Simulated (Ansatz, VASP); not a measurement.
## Pt: VASP beside Ansatz

The input POSCAR:

```
Pt
1.0
    2.7082391295      0.0000000000      0.0000000000
   -1.3541195647      2.3454038856      0.0000000000
    0.0000000000      0.0000000000      2.5305109366
Pt
1
Direct
    0.0000000000      0.0000000000      0.0000000000
```

INCAR.step1

```
ALGO     = Normal         # electronic algorithm
EDIFF    = 1E-4           # SCF threshold, eV
ENCUT    = 520            # plane-wave cutoff, eV
GGA      = PE             # functional
ISMEAR   = 0              # smearing method
LASPH    = T              # aspherical terms in the spheres
LCHARG   = F              # write CHGCAR
LREAL    = F              # projectors in reciprocal space
LWAVE    = T              # write WAVECAR
NBANDS   = 11             # bands
NELM     = 80             # most SCF steps
PREC     = Accurate       # precision mode
SIGMA    = 0.1            # smearing width, eV
```

The input INCAR.step2:

```
ALGO     = Normal         # electronic algorithm
EDIFF    = 1E-6           # SCF threshold, eV
ENCUT    = 520            # plane-wave cutoff, eV
ISIF     = 2              # what is computed and relaxed
ISMEAR   = 0              # smearing method
ISTART   = 1            
LASPH    = T              # aspherical terms in the spheres
LCHARG   = T              # write CHGCAR
LELF     = T              # ELF
LMIXTAU  = T            
LREAL    = F              # projectors in reciprocal space
LVHAR    = T            
LWAVE    = F              # write WAVECAR
METAGGA  = R2SCAN         # meta-GGA
NBANDS   = 11             # bands
NELM     = 80             # most SCF steps
PREC     = Accurate       # precision mode
SIGMA    = 0.1            # smearing width, eV
```

File KPOINTS:

```
k-points
0
Gamma
  9 9 8
```

Input for Ansatz:

```yaml
crystal:
  lattice:
    - [2.7082391295, 0.0, 0.0]
    - [-1.3541195647, 2.3454038856, 0.0]
    - [0.0, 0.0, 2.5305109366]
  atoms:
    - { symbol: Pt, position: [0.0, 0.0, 0.0] }
basis:
  ecutwfc: 500
kpoints:
  mp_grid: { grid: [9, 9, 8] }
hamiltonian:
  xc: r2scan
scf:
  occupations: { method: gaussian, width: 0.1 }
  lower_state_search: "off"
output:
  forces: true
  stress: true
  eigenvalues: true
```

Alike in both runs: task single point; functional r2SCAN; k mesh 9 × 9 × 8; occupations gaussian, width 0.1 eV; no spin polarisation.

|  | VASP | Ansatz |
| --- | --- | --- |
| version | VASP 6.6.1 | Ansatz 0.2.0 |
| potentials or method | VASP PAW PBE potentials, release 64 (Pt), cutoff 520 eV | scalar-relativistic, plane waves, PAW |
| valence electrons in the cell | 10 | 18 |

```csv
,VASP,Ansatz,Ansatz less VASP
gap on the k mesh at the Fermi level (eV),none,none,-
pressure (GPa),7.3,6.5,-0.73
"traceless stress, the component that is largest in VASP (GPa)",21.47,21.18,-0.284
```

VASP's potentials were made for PBE, not for r2SCAN. A gap of «none» marks a metal or a gap that the smearing closes. VASP's potentials hold 10 valence electrons a cell and Ansatz's 18, so a difference there can come from the potentials and not from the codes.

Neither program's run includes spin-orbit coupling.
